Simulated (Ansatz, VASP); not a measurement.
**Two plane-wave programs on Ti2W**

INCAR

```
SYSTEM = Ti2W
ALGO = Fast ; EDIFF = 1E-6
ENCUT = 520 ; GGA = PE
ISIF = 2 ; ISMEAR = 0
ISPIN = 2 ; LASPH = .TRUE.
LCHARG = .FALSE. ; LMAXMIX = 4
LORBIT = 11 ; LREAL = .FALSE.
LWAVE = .FALSE. ; MAGMOM = 1 1 1 1 0 0
NBANDS = 51 ; NELM = 150
PREC = Accurate ; SIGMA = 0.1
```

Contents of KPOINTS:

```
k-points
0
G
  6 6 2
  0 0 0
```

Contents of POSCAR:

```
Ti2W
1.0
    2.8574706715      0.0000000000      0.0000000000
   -1.4287353358      2.4746421921      0.0000000000
    0.0000000000      0.0000000000     14.2735348190
Ti W
4 2
Direct
    0.3333333333      0.6666666667      0.9179754591
    0.3333333333      0.6666666667      0.5820245409
    0.6666666667      0.3333333333      0.0820245409
    0.6666666667      0.3333333333      0.4179754591
    0.3333333333      0.6666666667      0.2500000000
    0.6666666667      0.3333333333      0.7500000000
```

Input for Ansatz:

```yaml
crystal:
  lattice:
    - [2.8574706715, 0.0, 0.0]
    - [-1.4287353358, 2.4746421921, 0.0]
    - [0.0, 0.0, 14.273534819]
  atoms:
    - { symbol: Ti, position: [0.3333333333, 0.6666666667, 0.9179754591], spin: 1.0 }
    - { symbol: Ti, position: [0.3333333333, 0.6666666667, 0.5820245409], spin: 1.0 }
    - { symbol: Ti, position: [0.6666666667, 0.3333333333, 0.0820245409], spin: 1.0 }
    - { symbol: Ti, position: [0.6666666667, 0.3333333333, 0.4179754591], spin: 1.0 }
    - { symbol: W, position: [0.3333333333, 0.6666666667, 0.25] }
    - { symbol: W, position: [0.6666666667, 0.3333333333, 0.75] }
basis:
  ecutwfc: 420
kpoints:
  mp_grid: { grid: [6, 6, 2] }
hamiltonian:
  xc: pbe
scf:
  occupations: { method: gaussian, width: 0.1 }
  lower_state_search: "off"
output:
  forces: true
  stress: true
  eigenvalues: true
  populations: true
magnetization:
  spin_polarized: true
```

Alike in both runs: task single point; functional PBE; k mesh 6 × 6 × 2; occupations gaussian, width 0.1 eV; collinear spin.

|  | VASP | Ansatz |
| --- | --- | --- |
| version | VASP 6.6.1 | Ansatz 0.2.0 |
| potentials or method | VASP PAW PBE potentials, release 64 (Ti_sv, W_sv), cutoff 520 eV | scalar-relativistic, plane waves, PAW |
| valence electrons in the cell | 76 | 76 |

Ansatz gave:

```
gap on the k mesh at the Fermi level (eV)                     : none
pressure (GPa)                                                : -0.2
traceless stress, the component that is largest in VASP (GPa) : 0.13
rms of the force components (eV/Å)                            : 0.008
net moment per atom (μB)                                      : 0.00
```

Q: Which values does VASP return?

A: gap on the k mesh at the Fermi level (eV): none; pressure (GPa): -0.3; traceless stress, the component that is largest in VASP (GPa): 0.09; rms of the force components (eV/Å): 0.011; net moment per atom (μB): 0.00.

Atom by atom the forces differ by 0.003 eV/Å (rms over components). A gap of «none» marks a metal or a gap that the smearing closes. Ansatz's warnings: seeded moment not kept.

The k mesh is coarse, so the values compare programs but aren't converged. Spin-orbit coupling is off throughout.
